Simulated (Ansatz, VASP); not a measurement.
Two plane-wave programs on LiHF2

```
CELL_PARAMETERS angstrom
1.39950 0.80800 4.32961
-1.39950 0.80800 4.32961
0.00000 -1.61601 4.32961
ATOMIC_POSITIONS crystal
Li 0.00000 0.00000 0.00000
H 0.50000 0.50000 0.50000
F 0.41251 0.41251 0.41251
F 0.58749 0.58749 0.58749
```

Change from the starting cell: strain -0.030 along x and y, +0.000 along z, atoms carried along.

Alike in both runs: task single point; functional LDA; k mesh 9 × 9 × 9; occupations gaussian, width 0.05 eV; no spin polarisation.

|  | VASP | Ansatz |
| --- | --- | --- |
| version | VASP 6.6.1 | Ansatz 0.2.0 |
| potentials or method | VASP PAW LDA potentials, release 64 (Li_sv, H, F), cutoff 520 eV | scalar-relativistic, plane waves, PAW |
| valence electrons in the cell | 18 | 18 |

|  | VASP | Ansatz | Ansatz less VASP |
| --- | --- | --- | --- |
| gap on the k mesh at the Fermi level (eV) | 8.46 | 8.50 | +0.040 |
| least direct gap on the mesh (eV) | 8.68 | 8.72 | +0.039 |
| rms of the force components (eV/Å) | 0.026 | 0.064 | +0.0377 |

LDA's correlation is that of Perdew and Zunger in VASP and of Perdew and Wang (1992) in Ansatz. Atom by atom the forces differ by 0.038 eV/Å (rms over components).

Noted on VASP's run: the cutoff is under 1.25 times that of the potentials, so the pressure is a little rough.
